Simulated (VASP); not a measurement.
# Te (Pmma) in VASP: notebook, part 2 of 2

VASP 6.6.1.

### Step 3. Single point, PBEsol

Input file INCAR:

```
SYSTEM = Te
ALGO = Normal
EDIFF = 1E-6
ENCUT = 520
GGA = PS
ISIF = 2
ISMEAR = 1
LASPH = .TRUE.
LCHARG = .FALSE.
LREAL = .FALSE.
LWAVE = .FALSE.
NBANDS = 20
NELM = 100
PREC = Accurate
SIGMA = 0.01
```

Input file KPOINTS:

```
k-points
0
G
  3 7 5
  0 0 0
```

Input file POSCAR:

```
Te
1.0
    9.2140158900      0.0000000000      0.0000000000
    0.0000000000      3.1522016400      0.0000000000
    0.0000000000      0.0000000000      4.4566412000
Te
4
Direct
    0.7500000000      0.5000000000      0.5206231000
    0.2500000000      0.5000000000      0.4793769000
    0.0000000000      0.5000000000      0.0000000000
    0.5000000000      0.5000000000      0.0000000000
```

Potentials or basis: VASP PAW PBE potentials, release 64 (Te).

On the command line:

```
$ cat potpaw_PBE.64/Te/POTCAR > POTCAR
$ mpirun -np 1 vasp_std > vasp.out
```

OUTCAR:

```text
SYSTEM = Te
   EDIFF = 1E-6
   ENCUT = 520
   GGA = PS
   ISIF = 2
   ISMEAR = 1
   LASPH = .TRUE.
   LREAL = .FALSE.
   NELM = 100
   PREC = Accurate

 ion  position               nearest neighbor table
   1  0.750  0.500  0.521-   3 3.14   4 3.14   3 3.27   4 3.27
   2  0.250  0.500  0.479-   3 3.14   4 3.14   3 3.27   4 3.27
   3  0.000  0.500  0.000-   1 3.14   2 3.14   1 3.27   2 3.27
   4  0.500  0.500  0.000-   1 3.14   2 3.14   1 3.27   2 3.27

  LATTYP: Found a simple orthorhombic cell.
 ALAT       =     3.1522016400
 B/A-ratio  =     1.4138185652
 C/A-ratio  =     2.9230413985

  Lattice vectors:

 A1 = (   0.0000000000,   3.1522016400,   0.0000000000)
 A2 = (   0.0000000000,   0.0000000000,   4.4566412000)
 A3 = (   9.2140158900,   0.0000000000,   0.0000000000)

Analysis of symmetry for initial positions (statically):
=====================================================================
 Subroutine PRICEL returns:
 Original cell was already a primitive cell.

 Routine SETGRP: Setting up the symmetry group for a
[... 170 lines left out ...]
  free energy    TOTEN  =       -13.92073042 eV

  energy without entropy =      -13.92052402  energy(sigma->0) =      -13.92066162

 E-fermi :   6.5709     XC(G=0):  -9.4763

 val. band max:        6.5702341698   @ k =   0.0000   0.0000   0.2000
 cond. band min:       6.5723791740   @ k =   0.3333   0.1429   0.4000
 fundamental gap:      0.0021450042
 Fermi energy:         6.5709208460

 k-point     1 :       0.0000    0.0000    0.0000
  band No.  band energies     occupation
      1      -7.2825      2.00000
      2      -5.9414      2.00000
      3      -5.9367      2.00000
      4      -3.8544      2.00000
      5       1.7735      2.00000
      6       2.1329      2.00000
[... 541 lines left out ...]
     19       9.8768      0.00000
     20      10.8374      0.00000

------------------------ aborting loop because EDIFF is reached ----------------------------------------

  FORCE on cell =-STRESS in cart. coord.  units (eV):
  Direction    XX          YY          ZZ          XY          YZ          ZX
  --------------------------------------------------------------------------------------
  -------------------------------------------------------------------------------------
  Total       -2.5066775      0.2554436     -2.0235507      0.0000000      0.0000000      0.0000000
  in kB      -31.0269028      3.1618039    -25.0469046      0.0000000      0.0000000      0.0000000
  external PRESSURE =     -17.6373345 kB  Pullay stress =       0.0000000 kB

 VOLUME and BASIS-vectors are now :
 -----------------------------------------------------------------------------
  energy-cutoff  :      520.00
  volume of cell :      129.44
      direct lattice vectors                 reciprocal lattice vectors
     9.214015890  0.000000000  0.000000000     0.108530310  0.000000000  0.000000000
     0.000000000  3.152201640  0.000000000     0.000000000  0.317238589  0.000000000
     0.000000000  0.000000000  4.456641200     0.000000000  0.000000000  0.224384229

 POSITION                                       TOTAL-FORCE (eV/Angst)
 -----------------------------------------------------------------------------------
      6.91051      1.57610      2.32023         0.000000      0.000000      0.128378
      2.30350      1.57610      2.13641         0.000000     -0.000000     -0.128378
      0.00000      1.57610      0.00000         0.000000     -0.000000      0.000000
      4.60701      1.57610      0.00000         0.000000     -0.000000      0.000000
 -----------------------------------------------------------------------------------
    total drift:                                0.000000     -0.000000     -0.000000

  FREE ENERGIE OF THE ION-ELECTRON SYSTEM (eV)
  ---------------------------------------------------
  free  energy   TOTEN  =       -13.9207304209 eV

  energy  without entropy=      -13.9205240153  energy(sigma->0) =      -13.92066162
```

OSZICAR:

```text
N       E                     dE             d eps       ncg     rms          rms(c)
DAV:   1     0.999325468846E+02    0.99933E+02   -0.87673E+03   960   0.965E+02
DAV:   2    -0.645058271190E+01   -0.10638E+03   -0.10354E+03  1324   0.145E+02
DAV:   3    -0.137828180438E+02   -0.73322E+01   -0.72860E+01  1180   0.407E+01
DAV:   4    -0.139172094433E+02   -0.13439E+00   -0.13433E+00  1204   0.641E+00
DAV:   5    -0.139200197184E+02   -0.28103E-02   -0.28102E-02  1188   0.930E-01    0.154E+01
DAV:   6    -0.139200517794E+02   -0.32061E-04   -0.51163E-03  1136   0.359E-01    0.945E+00
DAV:   7    -0.139207496795E+02   -0.69790E-03   -0.72618E-03  1088   0.444E-01    0.211E-01
DAV:   8    -0.139207231732E+02    0.26506E-04   -0.41669E-04  1100   0.103E-01    0.158E-01
DAV:   9    -0.139207327217E+02   -0.95485E-05   -0.46536E-05  1148   0.341E-02    0.511E-02
DAV:  10    -0.139207306291E+02    0.20926E-05   -0.44169E-06  1096   0.109E-02    0.223E-02
DAV:  11    -0.139207304209E+02    0.20819E-06   -0.62771E-07   756   0.427E-03
   1 F= -.13920730E+02 E0= -.13920662E+02  d E =-.206406E-03
```

stdout:

```text
POSCAR found type information on POSCAR Te
 POSCAR found :  1 types and       4 ions
 scaLAPACK will be used
 -----------------------------------------------------------------------------
|                                                                             |
|                                                                             |
|     You enforced a specific xc type in the INCAR file but a different       |
|     I HOPE YOU KNOW WHAT YOU ARE DOING!                                     |
|                                                                             |
 -----------------------------------------------------------------------------

 LDA part: xc-table for (Slater+PW92), standard interpolation
 POSCAR, INCAR and KPOINTS ok, starting setup
 FFT: planning ... GRIDC
 FFT: planning ... GRID_SOFT
 FFT: planning ... GRID
 WAVECAR not read
 entering main loop
```

Wall time 51 s (1 thread of Intel Xeon 8259CL, shared host); peak memory 0.25 GiB.

Results:

* Free energy: -13.9207 eV
* Pressure: -1.8 GPa
* Largest force: 0.128 eV/Å
* Band gap on the k mesh: zero (bands 12 and 13 overlap by 3.54 eV)

Forces in eV/Å, atoms in the order of the input:
```
Te   0.000  0.000  0.128
Te   0.000  0.000 -0.128
Te   0.000  0.000  0.000
Te   0.000  0.000  0.000
```

Stress tensor (GPa, compression positive):
```
-3.10  0.00  0.00
 0.00  0.32  0.00
 0.00  0.00 -2.50
```

Caveat: the PAW data sets were made with another functional, which shifts forces and pressure a little; spin-orbit coupling is left out, which moves the levels of the heavy elements.

### Step 4. Single point, LDA

Input file INCAR:

```
ALGO = Normal
EDIFF = 1E-7
ENCUT = 520
ISIF = 2
ISMEAR = 1
LASPH = T
LCHARG = F
LREAL = F
LWAVE = F
NBANDS = 20
NELM = 100
PREC = Accurate
SIGMA = 0.01
```

Input file KPOINTS:

```
k-points
0
Gamma
  3 7 5
```

POSCAR is that of step 3.

Potentials or basis: VASP PAW LDA potentials, release 64 (Te).

On the command line:

```
$ cat potpaw_LDA.64/Te/POTCAR > POTCAR
$ mpirun -np 1 vasp_std > vasp.out
```

Run time: 60 s. Hardware: 1 thread of Intel Xeon 8259CL, shared host; peak memory 0.21 GiB.

Results (log left out):

| Quantity | Value |
| --- | --- |
| Free energy | -15.0137 eV |
| Pressure | -2.7 GPa |
| Largest force | 0.127 eV/Å |
| Band gap on the k mesh | zero (bands 12 and 13 overlap by 3.52 eV) |

Forces on the atoms (eV/Å):
```
Te   0.000  0.000  0.127
Te   0.000  0.000 -0.127
Te   0.000  0.000  0.000
Te   0.000  0.000  0.000
```

Stress tensor (GPa, compression positive):
```
-3.96  0.00  0.00
 0.00 -0.82  0.00
 0.00  0.00 -3.30
```

Levels at points of the mesh, in eV from the Fermi level:
```tsv
k point	band 9	band 10	band 11	band 12	band 13	band 14	band 15	band 16
(0.00, 0.00, 0.00)	-2.54	-2.53	0.86	1.02	1.29	1.95	2.43	2.44
```

Caveat: spin-orbit coupling is left out, which moves the levels of the heavy elements.

### Step 5. Summary

| level | potentials or basis | gap on the mesh (eV) | pressure (GPa) | largest force (eV/Å) |
| --- | --- | --- | --- | --- |
| BLYP | VASP PAW PBE potentials, release 64 (Te) | none | 5.2 | 0.11 |
| PBEsol | VASP PAW PBE potentials, release 64 (Te) | none | -1.8 | 0.13 |
| LDA | VASP PAW LDA potentials, release 64 (Te) | none | -2.7 | 0.13 |

Alike in all rows: task single point; no spin polarisation; cell as given; k mesh 3 × 7 × 5; cutoff (eV) 520; smearing methfessel-paxton 0.01 eV.

Caveats: spin-orbit coupling is left out, which moves the levels of the heavy elements; the PAW data sets were made with another functional, which shifts forces and pressure a little (at least some runs); the cell stands under pressure (at least some runs).

Total energies depend on the potentials used, so only differences within one code and one set of settings carry meaning.
